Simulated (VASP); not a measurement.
# ZrN (Fm-3m) in VASP: notebook, part 2 of 2

VASP 6.6.1. The steps go on from the part before.

## 3. Single point, PBE

This run uses another cell than the first one, of 11.68 Å³/atom, 1.021 times its volume.

The input, INCAR:

```
PREC = Accurate
ENCUT = 600
EDIFF = 1E-6
ISMEAR = -1
SIGMA = 0.1
LREAL = False
LASPH = True
NELM = 120
ALGO = Normal
ISIF = 2
LWAVE = False
LCHARG = False
GGA = PE
NBANDS = 16
GGA_COMPAT = False
```

The input, KPOINTS:

```
Automatic mesh
0
Gamma
  9 9 9
```

The input, POSCAR:

```
ZrN
1.0
    0.0000000000      2.2689151084      2.2689151084
    2.2689151084      0.0000000000      2.2689151084
    2.2689151084      2.2689151084      0.0000000000
Zr N
1 1
Direct
    0.5000000000      0.5000000000      0.5000000000
    0.0000000000      0.0000000000      0.0000000000
```

Potentials or basis: VASP PAW PBE potentials, release 64 (Zr_sv, N).

On the command line:

```bash
> cat potpaw_PBE.64/Zr_sv/POTCAR potpaw_PBE.64/N/POTCAR > POTCAR
> mpirun -np 1 vasp_std > vasp.out
```

OUTCAR:

```text
PREC = Accurate
   ENCUT = 600
   EDIFF = 1E-6
   ISMEAR = -1
   LREAL = False
   LASPH = True
   NELM = 120
   ISIF = 2
   GGA = PE

 ion  position               nearest neighbor table
   1  0.500  0.500  0.500-   2 2.27   2 2.27   2 2.27   2 2.27   2 2.27   2 2.27
   2  0.000  0.000  0.000-   1 2.27   1 2.27   1 2.27   1 2.27   1 2.27   1 2.27

  LATTYP: Found a face centered cubic cell.
 ALAT       =     4.5378302168

  Lattice vectors:

 A1 = (   0.0000000000,   2.2689151084,   2.2689151084)
 A2 = (   2.2689151084,   0.0000000000,   2.2689151084)
 A3 = (   2.2689151084,   2.2689151084,   0.0000000000)

Analysis of symmetry for initial positions (statically):
=====================================================================
 Subroutine PRICEL returns:
 Original cell was already a primitive cell.

 Routine SETGRP: Setting up the symmetry group for a
 face centered cubic supercell.

 Subroutine GETGRP returns: Found 48 space group operations
 (whereof 48 operations were pure point group operations)
 out of a pool of 48 trial point group operations.

The static configuration has the point symmetry O_h .

Analysis of symmetry for dynamics (positions and initial velocities):
=====================================================================
 Subroutine PRICEL returns:
 Original cell was already a primitive cell.

 Routine SETGRP: Setting up the symmetry group for a
 face centered cubic supercell.

 Subroutine GETGRP returns: Found 48 space group operations
 (whereof 48 operations were pure point group operations)
 out of a pool of 48 trial point group operations.

The dynamic configuration has the point symmetry O_h .

 Subroutine INISYM returns: Found 48 space group operations
 (whereof 48 operations are pure point group operations),
 and found     1 'primitive' translations

----------------------------------------------------------------------------------------

[... 111 lines left out ...]
     AMIX     =   0.40;   BMIX     =  1.00
     AMIX_MAG =   1.60;   BMIX_MAG =  1.00
  volume/ion in A,a.u.               =      11.68        78.82
  Fermi-wavevector in a.u.,A,eV,Ry     =   1.472526  2.782670 29.501948  2.168332
  Thomas-Fermi vector in A             =   2.587530
   LORBIT       =      0    0 simple, 1 ext, 2 COOP (PROOUT), +10 PAW based schemes
   GGA     = PE    functional components
   LHFCALC =     F    Hartree Fock is set to
   AEXX    =    0.0000 exact exchange contribution
   IVDW    =     0    specifies the selected vdW correction
   LEPSILON=     F    determine dielectric tensor
   LRPA    =     F    only Hartree local field effects (RPA)
 non-spin polarized calculation
  energy-cutoff  :      600.00
  volume of cell :       23.36
 maximum number of plane-waves:       797
 NGX is ok and might be reduce to    28
   NGX = 13   NGY = 13   NGZ = 13

 number of electron      17.0000001 magnetization

 Free energy of the ion-electron system (eV)
  ---------------------------------------------------
  ext. energy  EPLUGINS =         0.00000000
  ---------------------------------------------------
  free energy    TOTEN  =       -20.36123620 eV

  energy without entropy =      -20.33892867  energy(sigma->0) =      -20.35008244

 E-fermi :  12.3508     XC(G=0): -12.6675

 val. band max:       12.3267488511   @ k =   0.1111   0.0000   0.0000
 cond. band min:      12.3545314889   @ k =   0.4444   0.2222   0.1111
 fundamental gap:      0.0277826378
 Fermi energy:        12.3508163587

 k-point     1 :       0.0000    0.0000    0.0000
  band No.  band energies     occupation
      1     -37.1359      2.00000
      2     -14.7236      2.00000
      3     -14.7236      2.00000
      4     -14.7236      2.00000
      5      -4.0326      2.00000
      6       9.6728      2.00000
[... 433 lines left out ...]
      3     -15.1077      2.00000
      4     -15.1077      2.00000
      5      -3.4761      2.00000
      6       7.6193      2.00000
[... 8 lines left out ...]
     15      23.2750      0.00000
     16      28.4525      0.00000

 [... further k-points ...]

------------------------ aborting loop because EDIFF is reached ----------------------------------------

  FORCE on cell =-STRESS in cart. coord.  units (eV):
  Direction    XX          YY          ZZ          XY          YZ          ZX
  --------------------------------------------------------------------------------------
  -------------------------------------------------------------------------------------
  Total        1.5016729      1.5016729      1.5016729      0.0000000     -0.0000000     -0.0000000
  in kB      102.9914554    102.9914554    102.9914554      0.0000000     -0.0000000     -0.0000000
  external PRESSURE =     102.9914554 kB  Pullay stress =       0.0000000 kB

 VOLUME and BASIS-vectors are now :
 -----------------------------------------------------------------------------
  energy-cutoff  :      600.00
  volume of cell :       23.36
      direct lattice vectors                 reciprocal lattice vectors
     0.000000000  2.268915108  2.268915108    -0.220369638  0.220369638  0.220369638
     2.268915108  0.000000000  2.268915108     0.220369638 -0.220369638  0.220369638
     2.268915108  2.268915108  0.000000000     0.220369638  0.220369638 -0.220369638

 POSITION                                       TOTAL-FORCE (eV/Angst)
 -----------------------------------------------------------------------------------
      2.26892      2.26892      2.26892        -0.000000     -0.000000     -0.000000
      0.00000      0.00000      0.00000         0.000000      0.000000      0.000000
 -----------------------------------------------------------------------------------
    total drift:                                0.000000      0.000000      0.000000

  FREE ENERGIE OF THE ION-ELECTRON SYSTEM (eV)
  ---------------------------------------------------
  free  energy   TOTEN  =       -20.3612362017 eV

  energy  without entropy=      -20.3389286738  energy(sigma->0) =      -20.35008244
```

OSZICAR:

```text
N       E                     dE             d eps       ncg     rms          rms(c)
DAV:   1     0.123218702672E+03    0.12322E+03   -0.97512E+03  1120   0.118E+03
DAV:   2    -0.171621271884E+02   -0.14038E+03   -0.13268E+03  1416   0.325E+02
DAV:   3    -0.237157501396E+02   -0.65536E+01   -0.65037E+01  1904   0.632E+01
DAV:   4    -0.238170898877E+02   -0.10134E+00   -0.10130E+00  1304   0.568E+00
DAV:   5    -0.238177922743E+02   -0.70239E-03   -0.70238E-03  1504   0.434E-01    0.232E+01
DAV:   6    -0.204922067845E+02    0.33256E+01   -0.70774E+00  1320   0.263E+01    0.886E+00
DAV:   7    -0.203863729794E+02    0.10583E+00   -0.52541E-01  1336   0.662E+00    0.723E+00
DAV:   8    -0.203759564692E+02    0.10417E-01   -0.21834E-01  1536   0.425E+00    0.411E+00
DAV:   9    -0.203610995169E+02    0.14857E-01   -0.45022E-02  1264   0.196E+00    0.860E-01
DAV:  10    -0.203612469116E+02   -0.14739E-03   -0.14290E-03  1344   0.410E-01    0.933E-02
DAV:  11    -0.203612403110E+02    0.66006E-05   -0.25269E-05  1456   0.416E-02    0.680E-02
DAV:  12    -0.203612364539E+02    0.38571E-05   -0.62573E-06  1424   0.184E-02    0.449E-03
DAV:  13    -0.203612362017E+02    0.25218E-06   -0.15549E-07   712   0.418E-03
   1 F= -.20361236E+02 E0= -.20350082E+02  d E =-.223075E-01
```

stdout:

```text
POSCAR found type information on POSCAR ZrN
 POSCAR found :  2 types and       2 ions
 scaLAPACK will be used
 LDA part: xc-table for (Slater+PW92), standard interpolation
 POSCAR, INCAR and KPOINTS ok, starting setup
 FFT: planning ... GRIDC
 FFT: planning ... GRID_SOFT
 FFT: planning ... GRID
 WAVECAR not read
 entering main loop
```

Wall time 30 s (1 thread of Intel Xeon 8259CL, shared host); peak memory 0.16 GiB.

What came out:

```yaml
Free_energy: -20.3612 eV
Pressure: 10.3 GPa
```

## 4. Single point, PBE

This run uses another cell than the first one, of 11.92 Å³/atom, 1.043 times its volume.

The input, INCAR:

```
  PREC = Accurate
  ENCUT = 600
  EDIFF = 1E-6
  ISMEAR = -1
  SIGMA = 0.1
  LREAL = F
  LASPH = T
  NELM = 120
  ALGO = Normal
  ISIF = 2
  LWAVE = F
  LCHARG = F
  GGA = PE
  NBANDS = 16
  GGA_COMPAT = F
```

The input, KPOINTS:

```
regular mesh
0
Gamma
  9 9 9
```

The input, POSCAR:

```
ZrN
1.0
    0.0000000000      2.2845632933      2.2845632933
    2.2845632933      0.0000000000      2.2845632933
    2.2845632933      2.2845632933      0.0000000000
Zr N
1 1
Direct
    0.5000000000      0.5000000000      0.5000000000
    0.0000000000      0.0000000000      0.0000000000
```

On the command line:

```bash
> cat potpaw_PBE.64/Zr_sv/POTCAR potpaw_PBE.64/N/POTCAR > POTCAR
> mpirun -np 1 vasp_std > vasp.out
```

Run time: 34 s. Hardware: 1 thread of Intel Xeon 8259CL, shared host; peak memory 0.16 GiB.

The run converged. Its results:

```
Free energy : -20.3843 eV
Pressure    : 4.5 GPa
```

Levels at points of the mesh, in eV from the Fermi level:
```tsv
k point	band 5	band 6	band 7	band 8	band 9	band 10	band 11	band 12	band 13	band 14
(0.00, 0.00, 0.00)	-16.30	-2.65	-2.65	-2.65	-0.38	-0.38	-0.38	1.63	1.63	3.00
```

## 5. Single point, PBE

This run uses another cell than the first one, of 12.17 Å³/atom, 1.064 times its volume.

The input, INCAR:

```
SYSTEM = ZrN
  ALGO = Normal
  EDIFF = 1E-6
  ENCUT = 600
  GGA = PE
  GGA_COMPAT = .FALSE.
  ISIF = 2
  ISMEAR = -1
  LASPH = .TRUE.
  LCHARG = .FALSE.
  LREAL = .FALSE.
  LWAVE = .FALSE.
  NBANDS = 16
  NELM = 120
  PREC = Accurate
  SIGMA = 0.1
```

The input, KPOINTS:

```
k-points
0
G
  9 9 9
  0 0 0
```

The input, POSCAR:

```
ZrN
1.0
    0.0000000000      2.3000000000      2.3000000000
    2.3000000000      0.0000000000      2.3000000000
    2.3000000000      2.3000000000      0.0000000000
Zr N
1 1
Direct
    0.5000000000      0.5000000000      0.5000000000
    0.0000000000      0.0000000000      0.0000000000
```

On the command line:

```bash
> cat potpaw_PBE.64/Zr_sv/POTCAR potpaw_PBE.64/N/POTCAR > POTCAR
> mpirun -np 1 vasp_std > vasp.out
```

Run time: 40 s. Hardware: 1 thread of Intel Xeon 8259CL, shared host; peak memory 0.16 GiB.

The run converged. Its results:

```
Free energy : -20.3908 eV
Pressure    : -0.7 GPa
```

Levels at points of the mesh, in eV from the Fermi level:
```
           k point  band 7  band 8  band 9  band 10  band 11  band 12
(0.00, 0.00, 0.00)   -2.62   -2.62   -0.37    -0.37    -0.37     1.58
```

## 6. Single point, PBE

This run uses another cell than the first one, of 12.41 Å³/atom, 1.085 times its volume.

The input, INCAR:

```
SYSTEM = ZrN
PREC = Accurate ; ENCUT = 600
EDIFF = 1E-6 ; ISMEAR = -1
SIGMA = 0.1 ; LREAL = .False.
LASPH = .True. ; NELM = 120
ALGO = Normal ; ISIF = 2
LWAVE = .False. ; LCHARG = .False.
GGA = PE ; NBANDS = 16
GGA_COMPAT = .False.
```

The input, KPOINTS:

```
regular mesh
0
Gamma
  9 9 9
  0 0 0
```

The input, POSCAR:

```
ZrN
1.0
    0.0000000000      2.3152322320      2.3152322320
    2.3152322320      0.0000000000      2.3152322320
    2.3152322320      2.3152322320      0.0000000000
Zr N
1 1
Direct
    0.5000000000      0.5000000000      0.5000000000
    0.0000000000      0.0000000000      0.0000000000
```

Potentials or basis: VASP PAW PBE potentials, release 64 (Zr_sv, N).

On the command line:

```bash
> cat potpaw_PBE.64/Zr_sv/POTCAR potpaw_PBE.64/N/POTCAR > POTCAR
> mpirun -np 1 vasp_std > vasp.out
```

Run time: 41 s. Hardware: 1 thread of Intel Xeon 8259CL, shared host; peak memory 0.16 GiB.

Results (log left out):

```yaml
Free_energy: -20.3821 eV
Pressure: -5.4 GPa
```

Levels at points of the mesh, in eV from the Fermi level:
```csv
k point,band 6,band 7,band 8,band 9,band 10,band 11,band 12,band 13
"(0.00, 0.00, 0.00)",-2.59,-2.59,-2.59,-0.37,-0.37,-0.37,1.54,1.54
```

## 7. The runs side by side

| cell | gap on the mesh (eV) | pressure (GPa) |
| --- | --- | --- |
| a = 3.186 Å, angles 60.0°, 2 atoms | none | 16.7 |
| a = 3.209 Å, angles 60.0°, 2 atoms | none | 10.3 |
| a = 3.231 Å, angles 60.0°, 2 atoms | none | 4.5 |
| a = 3.253 Å, angles 60.0°, 2 atoms | none | -0.7 |
| a = 3.274 Å, angles 60.0°, 2 atoms | none | -5.4 |

Alike in all rows: task single point; level PBE; potentials or basis VASP PAW PBE potentials, release 64 (Zr_sv, N); no spin polarisation; k mesh 9 × 9 × 9; cutoff (eV) 600; smearing fermi-dirac 0.1 eV.

Absolute energies hang on the potentials; compare differences alone.
